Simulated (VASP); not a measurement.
# Al2Cu (I4/mcm) in VASP: notebook

Runs on Al2Cu. Level: PBEsol. Tasks: single point.

Everything below comes from runs of VASP 6.6.1. Logs are shortened: lines on timing, memory, paths and dates and some standing lists are left out, and cuts for length are marked.

### Step 1. The cell of the first run

It takes space group I4/mcm (No. 140, tetragonal). The conventional cell has a = 5.993 Å, b = 5.993 Å, c = 4.731 Å, α = 90.00°, β = 90.00°, γ = 90.00°. Al (site symmetry m2m) has 4 Cu at 2.55 Å and 11 Al at 2.70 to 3.19 Å within 3.4 Å. Cu (site symmetry 422) has 2 Cu at 2.37 Å and 8 Al at 2.55 Å within 3.1 Å.

### Step 2. Single point, PBEsol

File INCAR:

```
SYSTEM = Al2Cu
  ALGO = Fast
  EDIFF = 1E-6
  ENCUT = 520
  GGA = PS
  ISIF = 2
  ISMEAR = 0
  LASPH = .TRUE.
  LCHARG = .FALSE.
  LREAL = .FALSE.
  LWAVE = .FALSE.
  NBANDS = 26
  NELM = 60
  PREC = Accurate
  SIGMA = 0.15
```

File KPOINTS:

```
k-points
0
G
  10 10 10
  0 0 0
```

File POSCAR:

```
Al2Cu
1.0
   -2.9965086402      2.9965086402      2.3655500000
    2.9965086402     -2.9965086402      2.3655500000
    2.9965086402      2.9965086402     -2.3655500000
Al Cu
4 2
Direct
    0.1593210787      0.6593210787      0.8186421574
    0.6593210787      0.8406789213      0.5000000000
    0.8406789213      0.3406789213      0.1813578426
    0.3406789213      0.1593210787      0.5000000000
    0.7500000000      0.7500000000      0.0000000000
    0.2500000000      0.2500000000      0.0000000000
```

Potentials or basis: VASP PAW PBE potentials, release 64 (Al, Cu).

Command:

```
cat potpaw_PBE.64/Al/POTCAR potpaw_PBE.64/Cu/POTCAR > POTCAR
mpirun -np 1 vasp_std > vasp.out
```

OUTCAR:

```text
SYSTEM = Al2Cu
   EDIFF = 1E-6
   ENCUT = 520
   GGA = PS
   ISIF = 2
   ISMEAR = 0
   LASPH = .TRUE.
   LREAL = .FALSE.
   NELM = 60
   PREC = Accurate

 ion  position               nearest neighbor table
   1  0.159  0.659  0.819-   5 2.55   6 2.55   5 2.55   6 2.55   3 2.70   3 2.82   3 2.82   4 3.04
                             2 3.04   2 3.04   4 3.04   4 3.19   2 3.19   2 3.19   4 3.19
   2  0.659  0.841  0.500-   6 2.55   5 2.55   5 2.55   6 2.55   4 2.70   4 2.82   4 2.82   3 3.04
                             1 3.04   1 3.04   3 3.04   1 3.19   3 3.19   1 3.19   3 3.19
   3  0.841  0.341  0.181-   5 2.55   6 2.55   5 2.55   6 2.55   1 2.70   1 2.82   1 2.82   2 3.04
                             4 3.04   4 3.04   2 3.04   4 3.19   2 3.19   4 3.19   2 3.19
   4  0.341  0.159  0.500-   5 2.55   6 2.55   6 2.55   5 2.55   2 2.70   2 2.82   2 2.82   3 3.04
                             1 3.04   1 3.04   3 3.04   1 3.19   3 3.19   3 3.19   1 3.19
   5  0.750  0.750  0.000-   6 2.37   6 2.37   4 2.55   2 2.55   4 2.55   2 2.55   1 2.55   3 2.55
                             3 2.55   1 2.55
   6  0.250  0.250  0.000-   5 2.37   5 2.37   2 2.55   4 2.55   2 2.55   4 2.55   3 2.55   1 2.55
                             1 2.55   3 2.55

  LATTYP: Found a body centered tetragonal cell.
 ALAT       =     5.9930172804
 C/A-ratio  =     0.7894354010

  Lattice vectors:

 A1 = (  -2.9965086402,   2.9965086402,   2.3655500000)
 A2 = (   2.9965086402,  -2.9965086402,   2.3655500000)
 A3 = (   2.9965086402,   2.9965086402,  -2.3655500000)

Analysis of symmetry for initial positions (statically):
=====================================================================
 Subroutine PRICEL returns:
 Original cell was already a primitive cell.

 Routine SETGRP: Setting up the symmetry group for a
 body centered tetragonal supercell.

 Subroutine GETGRP returns: Found 16 space group operations
 (whereof  8 operations were pure point group operations)
 out of a pool of 16 trial point group operations.

The static configuration has the point symmetry C_4h.
 The point group associated with its full space group is D_4h.

Analysis of symmetry for dynamics (positions and initial velocities):
=====================================================================
 Subroutine PRICEL returns:
 Original cell was already a primitive cell.

 Routine SETGRP: Setting up the symmetry group for a
 body centered tetragonal supercell.

 Subroutine GETGRP returns: Found 16 space group operations
 (whereof  8 operations were pure point group operations)
 out of a pool of 16 trial point group operations.

The dynamic configuration has the point symmetry C_4h.
 The point group associated with its full space group is D_4h.

 Subroutine INISYM returns: Found 16 space group operations
 (whereof  8 operations are pure point group operations),
 and found     1 'primitive' translations

----------------------------------------------------------------------------------------

                                     Primitive cell

  volume of cell :      84.9617

  direct lattice vectors                    reciprocal lattice vectors
    -2.996508640  2.996508640  2.365550000     0.000000000  0.166860857  0.211367335
     2.996508640 -2.996508640  2.365550000     0.166860857  0.000000000  0.211367335
     2.996508640  2.996508640 -2.365550000     0.166860857  0.166860857  0.000000000

  length of vectors
     4.853241686  4.853241686  4.853241686     0.269292956  0.269292956  0.235976887

  position of ions in fractional coordinates (direct lattice)
     0.159321079  0.659321079  0.818642157
     0.659321079  0.840678921  0.500000000
     0.840678921  0.340678921  0.181357843
     0.340678921  0.159321079  0.500000000
     0.750000000  0.750000000  0.000000000
     0.250000000  0.250000000  0.000000000

  ion indices of the primitive-cell ions
   primitive index   ion index
                 1           1
                 2           2
                 3           3
                 4           4
                 5           5
                 6           6

----------------------------------------------------------------------------------------

 KPOINTS: k-points

Automatic generation of k-mesh.
 Grid dimensions read from file:
 generate k-points for:   10   10   10

 Generating k-lattice:

  Cartesian coordinates                     Fractional coordinates (reciprocal lattice)
     0.000000000  0.016686086  0.021136734     0.100000000  0.000000000 -0.000000000
     0.016686086  0.000000000  0.021136734     0.000000000  0.100000000 -0.000000000
     0.016686086  0.016686086  0.000000000     0.000000000  0.000000000  0.100000000

  Length of vectors
     0.026929296  0.026929296  0.023597689

  Shift w.r.t. Gamma in fractional coordinates (k-lattice)
     0.000000000  0.000000000  0.000000000

 Subroutine IBZKPT returns following result:
 ===========================================

 Found    102 irreducible k-points:

 Following reciprocal coordinates:
            Coordinates               Weight
  0.000000  0.000000  0.000000      1.000000
  0.100000 -0.000000  0.000000      8.000000
  0.200000 -0.000000  0.000000      8.000000
  0.300000 -0.000000  0.000000      8.000000
  0.400000  0.000000  0.000000      8.000000
  0.500000  0.000000  0.000000      4.000000
[... 16 lines left out ...]
  0.300000  0.300000  0.000000      8.000000
  0.400000  0.300000  0.000000     16.000000
 [... further k-points ...]
   k-points           NKPTS =    102   k-points in BZ     NKDIM =    102   number of bands    NBANDS=     26
   number of dos      NEDOS =    301   number of ions     NIONS =      6
   total plane-waves  NPLWV =  46656
   dimension x,y,z NGX =    36 NGY =   36 NGZ =   36
   dimension x,y,z NGXF=    72 NGYF=   72 NGZF=   72
   ions per type =               4   2
   NGX,Y,Z   is equivalent  to a cutoff of  12.33, 12.33, 12.33 a.u.
   NGXF,Y,Z  is equivalent  to a cutoff of  24.66, 24.66, 24.66 a.u.
 SYSTEM =  Al2Cu
   PREC   = accura    normal or accurate (medium, high low for compatibility)
   ISTART =      0    job   : 0-new  1-cont  2-samecut
   ICHARG =      2    charge: 1-file 2-atom 10-const
   ISPIN  =      1    spin polarized calculation?
   LNONCOLLINEAR =      F non collinear calculations
   LSORBIT =      F    spin-orbit coupling
   LASPH  =      T    aspherical Exc in radial PAW
   ENCUT  =  520.0 eV  38.22 Ry    6.18 a.u.   9.02  9.02  9.02*2*pi/ulx,y,z
   NELM   =     60;   NELMIN=  2; NELMDL= -5     # of ELM steps
   EDIFF  = 0.1E-05   stopping-criterion for ELM
   LREAL  =      F    real-space projection
[... 7 lines left out ...]
   TEBEG  =    0.0;   TEEND  =   0.0 temperature during run
   PSTRESS=    0.0 pullay stress
   NELECT =      34.0000    total number of electrons
   NUPDOWN=      -1.0000    fix difference up-down
   EMIN   =  10.00;   EMAX   =-10.00  energy-range for DOS
   EFERMI =   0.00;   METHOD = LEGACY
   ISMEAR =     0;   SIGMA  =   0.15  broadening in eV -4-tet -1-fermi 0-gaus
   EFERMI_NEDOS =   21; number of points for ismear=-14 and -15
   IALGO  =     68    algorithm
   IMIX   =      4    mixing-type and parameters
     AMIX     =   0.40;   BMIX     =  1.00
     AMIX_MAG =   1.60;   BMIX_MAG =  1.00
  volume/ion in A,a.u.               =      14.16        95.56
  Fermi-wavevector in a.u.,A,eV,Ry     =   1.206406  2.279776 19.802122  1.455415
  Thomas-Fermi vector in A             =   2.342074
   LORBIT       =      0    0 simple, 1 ext, 2 COOP (PROOUT), +10 PAW based schemes
   GGA     = PS    functional components
   LHFCALC =     F    Hartree Fock is set to
   AEXX    =    0.0000 exact exchange contribution
   IVDW    =     0    specifies the selected vdW correction
   LEPSILON=     F    determine dielectric tensor
   LRPA    =     F    only Hartree local field effects (RPA)
 non-spin polarized calculation
 RMM-DIIS sequential band-by-band and
 Gauss-broadening in eV      SIGMA  =   0.15
  energy-cutoff  :      520.00
  volume of cell :       84.96
 maximum number of plane-waves:      2320
   NGX = 19   NGY = 19   NGZ = 19

 number of electron      34.0000022 magnetization

 Free energy of the ion-electron system (eV)
  ---------------------------------------------------
  ext. energy  EPLUGINS =         0.00000000
  ---------------------------------------------------
  free energy    TOTEN  =       -25.99787790 eV

  energy without entropy =      -25.97799017  energy(sigma->0) =      -25.98793404

 E-fermi :   8.5018     XC(G=0): -11.1650

 val. band max:        8.4991035185   @ k =  -0.1000   0.1000   0.0000
 cond. band min:       8.5141506300   @ k =  -0.2000   0.4000   0.2000
 fundamental gap:      0.0150471115
 Fermi energy:         8.5018189592

 k-point     1 :       0.0000    0.0000    0.0000
  band No.  band energies     occupation
      1      -2.6570      2.00000
      2       2.8645      2.00000
      3       3.0375      2.00000
      4       3.0866      2.00000
      5       3.0866      2.00000
      6       4.0380      2.00000
[... 18 lines left out ...]
     25      13.6898      0.00000
     26      14.3324      0.00000

 k-point     2 :       0.1000   -0.0000    0.0000
  band No.  band energies     occupation
      1      -2.5476      2.00000
      2       2.8561      2.00000
      3       3.0660      2.00000
      4       3.0667      2.00000
      5       3.0834      2.00000
      6       4.0199      2.00000
[... 18 lines left out ...]
     25      13.8141      0.00000
     26      14.5780      0.00000

 k-point     3 :       0.2000   -0.0000    0.0000
  band No.  band energies     occupation
      1      -2.2205      2.00000
      2       2.8399      2.00000
      3       2.8976      2.00000
      4       3.0703      2.00000
      5       3.1447      2.00000
      6       3.9510      2.00000
[... 572 lines left out ...]
 k-point    23 :       0.3000    0.3000    0.0000
  band No.  band energies     occupation
      1       0.4141      2.00000
      2       0.6710      2.00000
      3       0.7450      2.00000
      4       2.8804      2.00000
      5       3.6733      2.00000
      6       3.6735      2.00000
[... 18 lines left out ...]
     25      14.9216      0.00000
     26      16.1903      0.00000

 k-point    24 :       0.4000    0.3000    0.0000
  band No.  band energies     occupation
      1      -0.2346      2.00000
      2       0.5532      2.00000
      3       1.4393      2.00000
      4       2.9923      2.00000
      5       3.4555      2.00000
      6       3.6354      2.00000
[... 18 lines left out ...]
     25      15.4948      0.00000
     26      15.6559      0.00000

 [... further k-points ...]
[... 5 lines left out ...]
  --------------------------------------------------------------------------------------
  -------------------------------------------------------------------------------------
  Total        0.9339504      0.9339504      2.5322075      0.0000000     -0.0000000      0.0000000
  in kB       17.6121022     17.6121022     47.7514636      0.0000000     -0.0000000      0.0000000
  external PRESSURE =      27.6585560 kB  Pullay stress =       0.0000000 kB

 VOLUME and BASIS-vectors are now :
 -----------------------------------------------------------------------------
  energy-cutoff  :      520.00
  volume of cell :       84.96
      direct lattice vectors                 reciprocal lattice vectors
    -2.996508640  2.996508640  2.365550000     0.000000000  0.166860857  0.211367335
     2.996508640 -2.996508640  2.365550000     0.166860857  0.000000000  0.211367335
     2.996508640  2.996508640 -2.365550000     0.166860857  0.166860857  0.000000000

 POSITION                                       TOTAL-FORCE (eV/Angst)
 -----------------------------------------------------------------------------------
      3.95132      0.95481      0.00000        -0.056402     -0.056402     -0.000000
      2.04169      0.95481      2.36555         0.056402     -0.056402     -0.000000
     -0.95481      2.04169      2.36555         0.056402      0.056402      0.000000
      0.95481      2.04169      0.00000        -0.056402      0.056402     -0.000000
      0.00000      0.00000      3.54832         0.000000      0.000000     -0.000000
      0.00000      0.00000      1.18277         0.000000      0.000000     -0.000000
 -----------------------------------------------------------------------------------
    total drift:                                0.000000      0.000000      0.000000

  FREE ENERGIE OF THE ION-ELECTRON SYSTEM (eV)
  ---------------------------------------------------
  free  energy   TOTEN  =       -25.9978779002 eV

  energy  without entropy=      -25.9779901709  energy(sigma->0) =      -25.98793404
```

Wall time 1.9 min (1 thread of Intel Xeon 6975P-C (Granite Rapids), shared host); peak memory 0.33 GiB.

Results:

```yaml
Free_energy: -25.9979 eV
Pressure: 2.8 GPa
Largest_force: 0.080 eV/Å
Band_gap_on_the_k_mesh: zero (bands 17 and 18 overlap by 4.68 eV)
```

Forces on the atoms (eV/Å):
```
Al  -0.056 -0.056  0.000
Al   0.056 -0.056  0.000
Al   0.056  0.056  0.000
Al  -0.056  0.056  0.000
Cu   0.000  0.000  0.000
Cu   0.000  0.000  0.000
```

Stress tensor (GPa, compression positive):
```
1.76 0.00 0.00
0.00 1.76 0.00
0.00 0.00 4.78
```

Levels at points of the mesh, in eV from the Fermi level:
| k point | band 14 | band 15 | band 16 | band 17 | band 18 | band 19 | band 20 | band 21 |
| --- | --- | --- | --- | --- | --- | --- | --- | --- |
| (0.00, 0.00, 0.00) | -2.16 | -1.39 | -1.28 | -1.28 | -0.94 | -0.12 | 0.02 | 1.66 |
| (0.50, 0.00, 0.00) | -3.25 | -2.73 | -2.73 | 0.14 | 0.14 | 4.02 | 4.02 | 4.29 |
| (0.50, 0.50, 0.00) | -2.82 | -1.71 | -1.46 | -0.83 | -0.61 | 0.67 | 1.13 | 4.63 |
| (0.50, 0.50, 0.50) | -3.34 | -3.34 | -1.83 | 2.71 | 2.95 | 2.95 | 3.32 | 4.35 |

Caveat: the PAW data sets were made with another functional, which shifts forces and pressure a little.

[end of part 1 of 2]
